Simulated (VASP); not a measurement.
A run of VASP 6.6.1 is set up as follows.

File INCAR:

```
SYSTEM = InAuC4N4
  PREC = Accurate
  ENCUT = 520
  EDIFF = 1E-6
  ISMEAR = 0
  SIGMA = 0.02
  LREAL = .FALSE.
  LASPH = .TRUE.
  NELM = 100
  ALGO = Normal
  ISIF = 2
  LWAVE = .FALSE.
  LCHARG = .TRUE.
  GGA = PE
  LELF = .TRUE.
  LVHAR = .TRUE.
  NBANDS = 41
```

KPOINTS

```
regular mesh
0
G
  4 4 4
  0 0 0
```

Contents of POSCAR:

```
InAuC4N4
1.0
    6.3745584212      0.0000000000      0.0000000000
    0.0000000000      6.3745584212      0.0000000000
    0.0000000000      0.0000000000      6.3745584212
In C Au N
1 4 1 4
Direct
    0.0000000000      0.0000000000      0.0000000000
    0.1958398083      0.1958398083      0.1958398083
    0.1958398083      0.8041601917      0.8041601917
    0.8041601917      0.1958398083      0.8041601917
    0.8041601917      0.8041601917      0.1958398083
    0.5000000000      0.5000000000      0.5000000000
    0.3011265964      0.3011265964      0.3011265964
    0.3011265964      0.6988734036      0.6988734036
    0.6988734036      0.3011265964      0.6988734036
    0.6988734036      0.6988734036      0.3011265964
```

Potentials or basis: VASP PAW PBE potentials, release 64 (In_d, C, Au, N).

Command:

```sh
$ cat potpaw_PBE.64/In_d/POTCAR potpaw_PBE.64/C/POTCAR potpaw_PBE.64/Au/POTCAR potpaw_PBE.64/N/POTCAR > POTCAR
$ mpirun -np 1 vasp_std > vasp.out
```

Q: Estimate the pressure.

A: 0.3 GPa.

Q: Estimate the largest force.

A: 0.429 eV/Å.

Forces in eV/Å, atoms in the order of the input:
```
In   0.000  0.000  0.000
C   -0.248 -0.248 -0.248
C   -0.248  0.248  0.248
C    0.248 -0.248  0.248
C    0.248  0.248 -0.248
Au   0.000  0.000  0.000
N    0.246  0.246  0.246
N    0.246 -0.246 -0.246
N   -0.246  0.246 -0.246
N   -0.246 -0.246  0.246
```
